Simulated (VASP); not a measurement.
# AlSi16 (a cell with a defect) in VASP: single point with r2SCAN

Aim: the single point of AlSi16 (a cell with a defect) with r2SCAN.

Everything below comes from runs of VASP 6.6.1. Logs are shortened: lines on timing, memory, paths and dates and some standing lists are left out, and cuts for length are marked.

## (1) The cell of the first run

The cell holds a defect, 17 atoms: a = 7.679 Å, b = 7.679 Å, c = 7.679 Å, α = 60.00°, β = 60.00°, γ = 60.00°.

## (2) Single point, r2SCAN, collinear spin, zero start

The input, POSCAR:

```
AlSi16
1.0
    0.0000000000      5.4300000000      5.4300000000
    5.4300000000      0.0000000000      5.4300000000
    5.4300000000      5.4300000000      0.0000000000
Si Al
16 1
Direct
   -0.0156192449     -0.0147337937      0.0456901473
    0.1255318600      0.1267362799      0.1325375691
    0.0093835175      0.0118411602      0.5044037753
    0.1097111418      0.1097838858      0.6707870166
    0.0093870166      0.4996028545     -0.0078011971
    0.1256142726      0.6158498158      0.1324087477
    0.0105406998      0.4740749540      0.5039574586
    0.1509264273      0.6151312155      0.6205732044
    0.4985587477      0.0101394107     -0.0077178637
    0.6149050645      0.1266715470      0.1324533149
    0.4743675875      0.0114191529      0.5043688766
    0.6141892265      0.1505144567      0.6203205341
    0.4983831492      0.4996256906     -0.0078792818
    0.6399312155      0.6406277164      0.0790498158
    0.5153122468      0.5151474217      0.4539404236
    0.6130220074      0.6155671271      0.6203586556
    0.8131604052      0.8115355433      0.5624202578
```

The input, INCAR.step1:

```
SYSTEM = AlSi16
PREC     = Accurate       ! precision mode
ENCUT    = 520            ! plane-wave cutoff, eV
ISMEAR   = 0              ! smearing method
SIGMA    = 0.05           ! smearing width, eV
LREAL    = Auto         
LASPH    = .TRUE.         ! aspherical terms in the spheres
NELM     = 150            ! most SCF steps
ISPIN    = 2              ! spin polarisation
MAGMOM   = 0 0 0 0 0 0 0 0 0 0 0 0 0 0 0 0 0 ! initial moments
NBANDS   = 52             ! bands
GGA      = PE             ! functional
ALGO     = Normal         ! electronic algorithm
EDIFF    = 1E-4           ! SCF threshold, eV
LWAVE    = .TRUE.         ! write WAVECAR
LCHARG   = .FALSE.        ! write CHGCAR
```

The input, INCAR.step2:

```
SYSTEM = AlSi16
PREC     = Accurate       ! precision mode
ENCUT    = 520            ! plane-wave cutoff, eV
EDIFF    = 1E-7           ! SCF threshold, eV
ISMEAR   = 0              ! smearing method
SIGMA    = 0.05           ! smearing width, eV
LREAL    = Auto         
LASPH    = .TRUE.         ! aspherical terms in the spheres
NELM     = 150            ! most SCF steps
ALGO     = Normal         ! electronic algorithm
ISIF     = 2              ! what is computed and relaxed
LWAVE    = .FALSE.        ! write WAVECAR
LCHARG   = .TRUE.         ! write CHGCAR
ISPIN    = 2              ! spin polarisation
MAGMOM   = 0 0 0 0 0 0 0 0 0 0 0 0 0 0 0 0 0 ! initial moments
LORBIT   = 11             ! projections on sites
METAGGA  = R2SCAN         ! meta-GGA
LMIXTAU  = .TRUE.       
LELF     = .TRUE.         ! ELF
LVHAR    = .TRUE.       
NBANDS   = 52             ! bands
ISTART   = 1
```

The input, KPOINTS:

```
Automatic mesh
0
G
  2 2 2
  0 0 0
```

Potentials or basis: VASP PAW PBE potentials, release 64 (Si, Al).

The run is started by

```
$ cat potpaw_PBE.64/Si/POTCAR potpaw_PBE.64/Al/POTCAR > POTCAR
$ cp INCAR.step1 INCAR
$ mpirun -np 1 vasp_std > vasp.out
$ cp INCAR.step2 INCAR
$ mpirun -np 1 vasp_std > vasp.out
```

OUTCAR:

```text
SYSTEM = AlSi16
   PREC = Accurate
   ENCUT = 520
   EDIFF = 1E-7
   ISMEAR = 0
   LREAL = Auto
   LASPH = .TRUE.
   NELM = 150
   ISIF = 2
   ISPIN = 2
   LORBIT = 11
   METAGGA = R2SCAN
   ISTART = 1

 ion  position               nearest neighbor table
   1  0.984  0.985  0.046-   6 2.33   2 2.33  10 2.33   4 2.35  17 3.24
   2  0.126  0.127  0.133-   1 2.33   3 2.33   5 2.34   9 2.34
   3  0.009  0.012  0.504-   4 2.31   2 2.33  17 2.41  12 2.48   8 2.49
   4  0.110  0.110  0.671-   7 2.30   3 2.31  11 2.31   1 2.35
   5  0.009  0.500  0.992-  14 2.33   8 2.33   6 2.34   2 2.34
   6  0.126  0.616  0.132-   1 2.33   7 2.33   5 2.34  13 2.34
   7  0.011  0.474  0.504-   4 2.30   6 2.33  17 2.40  16 2.49   8 2.50
   8  0.151  0.615  0.621-  15 2.30   5 2.33  17 2.40   3 2.49   7 2.50
   9  0.499  0.010  0.992-  14 2.33  12 2.33   2 2.34  10 2.34
  10  0.615  0.127  0.132-   1 2.33  11 2.33  13 2.34   9 2.34
  11  0.474  0.011  0.504-   4 2.31  10 2.33  17 2.41  12 2.48  16 2.48
  12  0.614  0.151  0.620-  15 2.31   9 2.33  17 2.41  11 2.48   3 2.48
  13  0.498  0.500  0.992-  14 2.33  16 2.33   6 2.34  10 2.34
  14  0.640  0.641  0.079-   5 2.33  13 2.33   9 2.33  15 2.35  17 3.24
  15  0.515  0.515  0.454-   8 2.30  16 2.31  12 2.31  14 2.35
  16  0.613  0.616  0.620-  15 2.31  13 2.33  17 2.41  11 2.48   7 2.49
  17  0.813  0.812  0.562-   7 2.40   8 2.40  16 2.41   3 2.41  11 2.41  12 2.41  14 3.24   1 3.24

  LATTYP: Found a face centered cubic cell.
 ALAT       =    10.8600000000

  Lattice vectors:

 A1 = (   0.0000000000,   5.4300000000,   5.4300000000)
 A2 = (   5.4300000000,   0.0000000000,   5.4300000000)
 A3 = (   5.4300000000,   5.4300000000,   0.0000000000)

Analysis of symmetry for initial positions (statically):
=====================================================================
 Subroutine PRICEL returns:
 Original cell was already a primitive cell.

 Routine SETGRP: Setting up the symmetry group for a
 face centered cubic supercell.

 Subroutine GETGRP returns: Found  1 space group operations
 (whereof  1 operations were pure point group operations)
 out of a pool of 48 trial point group operations.

The static configuration has the point symmetry C_1 .

Analysis of symmetry for dynamics (positions and initial velocities):
=====================================================================
 Subroutine PRICEL returns:
 Original cell was already a primitive cell.

 Routine SETGRP: Setting up the symmetry group for a
 face centered cubic supercell.

 Subroutine GETGRP returns: Found  1 space group operations
 (whereof  1 operations were pure point group operations)
 out of a pool of 48 trial point group operations.

The dynamic configuration has the point symmetry C_1 .

Analysis of structural, dynamic, and magnetic symmetry:
=====================================================================
 Subroutine PRICEL returns:
 Original cell was already a primitive cell.

 Routine SETGRP: Setting up the symmetry group for a
 face centered cubic supercell.

 Subroutine GETGRP returns: Found  1 space group operations
 (whereof  1 operations were pure point group operations)
 out of a pool of 48 trial point group operations.

The overall configuration has the point symmetry C_1 .

 Subroutine INISYM returns: Found  1 space group operations
 (whereof  1 operations are pure point group operations),
 and found     1 'primitive' translations

----------------------------------------------------------------------------------------

                                     Primitive cell

  volume of cell :     320.2060

  direct lattice vectors                    reciprocal lattice vectors
     0.000000000  5.430000000  5.430000000    -0.092081031  0.092081031  0.092081031
     5.430000000  0.000000000  5.430000000     0.092081031 -0.092081031  0.092081031
     5.430000000  5.430000000  0.000000000     0.092081031  0.092081031 -0.092081031

  length of vectors
     7.679179644  7.679179644  7.679179644     0.159489025  0.159489025  0.159489025

  position of ions in fractional coordinates (direct lattice)
     0.984380755  0.985266206  0.045690147
     0.125531860  0.126736280  0.132537569
     0.009383517  0.011841160  0.504403775
     0.109711142  0.109783886  0.670787017
     0.009387017  0.499602854  0.992198803
     0.125614273  0.615849816  0.132408748
[... 74 lines left out ...]
   NGX,Y,Z   is equivalent  to a cutoff of  12.99, 12.99, 12.99 a.u.
   NGXF,Y,Z  is equivalent  to a cutoff of  25.98, 25.98, 25.98 a.u.
 SYSTEM =  AlSi16
   PREC   = accura    normal or accurate (medium, high low for compatibility)
   ISTART =      1    job   : 0-new  1-cont  2-samecut
   ICHARG =      0    charge: 1-file 2-atom 10-const
   ISPIN  =      2    spin polarized calculation?
   LNONCOLLINEAR =      F non collinear calculations
   LSORBIT =      F    spin-orbit coupling
   LASPH  =      T    aspherical Exc in radial PAW
   ENCUT  =  520.0 eV  38.22 Ry    6.18 a.u.  14.28 14.28 14.28*2*pi/ulx,y,z
   NELM   =    150;   NELMIN=  2; NELMDL=  0     # of ELM steps
   EDIFF  = 0.1E-06   stopping-criterion for ELM
   LREAL  =      T    real-space projection
   EDIFFG = 0.1E-05   stopping-criterion for IOM
   NSW    =      0    number of steps for IOM
   IBRION =     -1    ionic relax: 0-MD 1-quasi-New 2-CG
   NFREE  =      0    steps in history (QN), initial steepest desc. (CG)
   ISIF   =      2    stress and relaxation
   ISYM   =      2    0-nonsym 1-usesym 2-fastsym
   POTIM  = 0.5000    time-step for ionic-motion
   TEBEG  =    0.0;   TEEND  =   0.0 temperature during run
   PSTRESS=    0.0 pullay stress
   NELECT =      67.0000    total number of electrons
   NUPDOWN=      -1.0000    fix difference up-down
   EMIN   =  10.00;   EMAX   =-10.00  energy-range for DOS
   EFERMI =   0.00;   METHOD = LEGACY
   ISMEAR =     0;   SIGMA  =   0.05  broadening in eV -4-tet -1-fermi 0-gaus
   EFERMI_NEDOS =   21; number of points for ismear=-14 and -15
   IALGO  =     38    algorithm
   IMIX   =      4    mixing-type and parameters
     AMIX     =   0.40;   BMIX     =  1.00
     AMIX_MAG =   1.60;   BMIX_MAG =  1.00
  volume/ion in A,a.u.               =      18.84       127.11
  Fermi-wavevector in a.u.,A,eV,Ry     =   0.971904  1.836632 12.852022  0.944597
  Thomas-Fermi vector in A             =   2.102159
   LORBIT       =     11    0 simple, 1 ext, 2 COOP (PROOUT), +10 PAW based schemes
   METAGGA = R2SCAN    functional components
   LHFCALC =     F    Hartree Fock is set to
   AEXX    =    0.0000 exact exchange contribution
   IVDW    =     0    specifies the selected vdW correction
   LEPSILON=     F    determine dielectric tensor
   LRPA    =     F    only Hartree local field effects (RPA)
 spin polarized calculation
 Gauss-broadening in eV      SIGMA  =   0.05
  energy-cutoff  :      520.00
  volume of cell :      320.21
 maximum number of plane-waves:      8646
 NGX is ok and might be reduce to    60
   NGX = 29   NGY = 29   NGZ = 29

 number of electron      67.0000000 magnetization       0.0002903

 Free energy of the ion-electron system (eV)
  ---------------------------------------------------
  ext. energy  EPLUGINS =         0.00000000
  ---------------------------------------------------
  free energy    TOTEN  =      -142.21179507 eV

  energy without entropy =     -142.19899574  energy(sigma->0) =     -142.20539541

 E-fermi :   6.9553     XC(G=0): -10.1348

 val. band max:        6.8810947776   @ k =   0.5000   0.5000   0.0000
 cond. band min:       6.9720952650   @ k =   0.5000   0.5000   0.0000
 fundamental gap:      0.0910004874
 Fermi energy:         6.9552850757

 spin component 1

 k-point     1 :       0.0000    0.0000    0.0000
  band No.  band energies     occupation
      1      -6.6253      1.00000
      2      -4.1013      1.00000
      3      -4.0641      1.00000
      4      -4.0622      1.00000
      5      -4.0117      1.00000
      6      -2.5511      1.00000
[... 373 lines left out ...]
     44      10.5519      0.00000
     45      10.7754      0.00000
 Fermi energy:         6.9552850757

 spin component 2

 k-point     1 :       0.0000    0.0000    0.0000
  band No.  band energies     occupation
      1      -6.6252      1.00000
      2      -4.1012      1.00000
      3      -4.0641      1.00000
      4      -4.0622      1.00000
      5      -4.0117      1.00000
      6      -2.5510      1.00000
[... 373 lines left out ...]
     44      10.5520      0.00000
     45      10.7754      0.00000
 [bands above 45 left out]

------------------------ aborting loop because EDIFF is reached ----------------------------------------

  FORCE on cell =-STRESS in cart. coord.  units (eV):
  Direction    XX          YY          ZZ          XY          YZ          ZX
  --------------------------------------------------------------------------------------
  -------------------------------------------------------------------------------------
  Total        8.2174237      8.2029780      8.1955712     -1.3346866      1.3223104      1.3253945
  in kB       41.1165607     41.0442804     41.0072195     -6.6782149      6.6162897      6.6317212
  external PRESSURE =      41.0560202 kB  Pullay stress =       0.0000000 kB

 VOLUME and BASIS-vectors are now :
 -----------------------------------------------------------------------------
  energy-cutoff  :      520.00
  volume of cell :      320.21
      direct lattice vectors                 reciprocal lattice vectors
     0.000000000  5.430000000  5.430000000    -0.092081031  0.092081031  0.092081031
     5.430000000  0.000000000  5.430000000     0.092081031 -0.092081031  0.092081031
     5.430000000  5.430000000  0.000000000     0.092081031  0.092081031 -0.092081031

 POSITION                                       TOTAL-FORCE (eV/Angst)
 -----------------------------------------------------------------------------------
      5.59809      5.59329     10.69518        -0.013856     -0.015519      0.013780
      1.40786      1.40132      1.36982        -0.000702      0.000476      0.000991
      2.80321      2.78986      0.11525        -0.017868      0.016527      0.005427
      4.23850      4.23811      1.19186        -0.011835     -0.007477      0.004006
      8.10048      5.43861      2.76382         0.000215      0.000517     -0.005704
      4.06304      1.40107      4.02615        -0.000811     -0.001486      0.003816
[... 9 lines left out ...]
      6.71108      6.69726      6.67124        -0.016384      0.018187      0.004907
      7.46058      7.46940      8.82210         0.019726     -0.013759      0.003380
 -----------------------------------------------------------------------------------
    total drift:                               -0.001649      0.001803     -0.000831

  FREE ENERGIE OF THE ION-ELECTRON SYSTEM (eV)
  ---------------------------------------------------
  free  energy   TOTEN  =      -142.2117950716 eV

  energy  without entropy=     -142.1989957406  energy(sigma->0) =     -142.20539541

 total charge

# of ion       s       p       d       tot
------------------------------------------
    1        0.739   0.977   0.000   1.716
    2        0.741   0.972   0.000   1.713
    3        0.750   0.949   0.000   1.698
    4        0.750   0.976   0.000   1.726
    5        0.741   0.973   0.000   1.714
    6        0.741   0.973   0.000   1.714
[... 9 lines left out ...]
   16        0.750   0.948   0.000   1.698
   17        0.459   0.433   0.000   0.892
--------------------------------------------------
tot         12.380  15.867   0.000  28.247

 magnetization (x)

# of ion       s       p       d       tot
------------------------------------------
    1       -0.000   0.000   0.000  -0.000
    2       -0.000   0.000   0.000   0.000
    3       -0.000  -0.000   0.000  -0.000
    4       -0.000  -0.000   0.000  -0.000
    5        0.000  -0.000   0.000  -0.000
    6       -0.000   0.000   0.000   0.000
[... 9 lines left out ...]
   16        0.000   0.000   0.000   0.000
   17        0.000   0.000   0.000   0.000
--------------------------------------------------
tot          0.000   0.000   0.000   0.000
```

Wall time 17 min (1 thread of Intel Xeon Platinum 8488C (Sapphire Rapids), shared host); peak memory 0.81 GiB.

Results:

* Free energy: -142.2118 eV
* Pressure: 4.1 GPa
* Largest force: 0.027 eV/Å
* Net moment: 0.00 μB per cell
* Valence electrons inside the program's atomic spheres: Si 1.72, 1.71, 1.70, 1.73; Al 0.89

Forces on the atoms (eV/Å):
```
Si  -0.014 -0.016  0.014
Si  -0.001  0.000  0.001
Si  -0.018  0.017  0.005
Si  -0.012 -0.007  0.004
Si   0.000  0.001 -0.006
Si  -0.001 -0.001  0.004
Si   0.026  0.004  0.007
Si  -0.012 -0.018 -0.015
Si   0.001  0.000 -0.001
Si   0.000 -0.002  0.001
Si  -0.012 -0.011 -0.011
Si   0.015  0.005  0.002
Si  -0.001  0.004  0.000
Si   0.016  0.013 -0.012
Si   0.008  0.007 -0.001
Si  -0.016  0.018  0.005
Al   0.020 -0.014  0.003
```

Stress tensor (GPa, compression positive):
```
 4.11 -0.67  0.66
-0.67  4.10  0.66
 0.66  0.66  4.10
```

Caveat: the k points lie up to 0.50 Å⁻¹ apart; the PAW data sets were made with another functional, which shifts forces and pressure a little.
